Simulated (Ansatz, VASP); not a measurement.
**Si2Os3Ru in VASP and in Ansatz**

```
CELL_PARAMETERS angstrom
2.83645 0.00000 0.00000
-1.41822 2.45643 0.00000
0.00000 0.00000 11.83127
ATOMIC_POSITIONS crystal
Si 0.00000 0.00000 0.84328
Si 0.00000 0.00000 0.15672
Ru 0.33333 0.66667 0.00000
Os 0.33333 0.66667 0.31709
Os 0.66667 0.33333 0.50000
Os 0.33333 0.66667 0.68291
```

Alike in both runs: functional PBE; k mesh 6 × 6 × 2; occupations gaussian, width 0.1 eV; no spin polarisation.

Ansatz relaxed the structure, and its values are those at the end. VASP's run is a single point on that final structure, the one shown.

|  | VASP | Ansatz |
| --- | --- | --- |
| version | VASP 6.6.1 | Ansatz 0.2.0 |
| potentials or method | VASP PAW PBE potentials, release 64 (Si, Ru_pv, Os), cutoff 520 eV | scalar-relativistic, plane waves, PAW |
| valence electrons in the cell | 46 | 72 |

Ansatz gave:

| Item | Value |
| --- | --- |
| gap on the k mesh at the Fermi level (eV) | none |
| pressure (GPa) | 0.1 |
| rms of the force components (eV/Å) | 0.003 |

Question: What did VASP give for the same quantities?

Answer: gap on the k mesh at the Fermi level (eV): none; pressure (GPa): 0.3; rms of the force components (eV/Å): 0.004.

A gap of «none» marks a metal or a gap that the smearing closes. VASP's potentials hold 46 valence electrons a cell and Ansatz's 72, so a difference there can come from the potentials and not from the codes.

The k mesh is coarse, so the values compare programs but aren't converged. Spin-orbit coupling is off throughout.
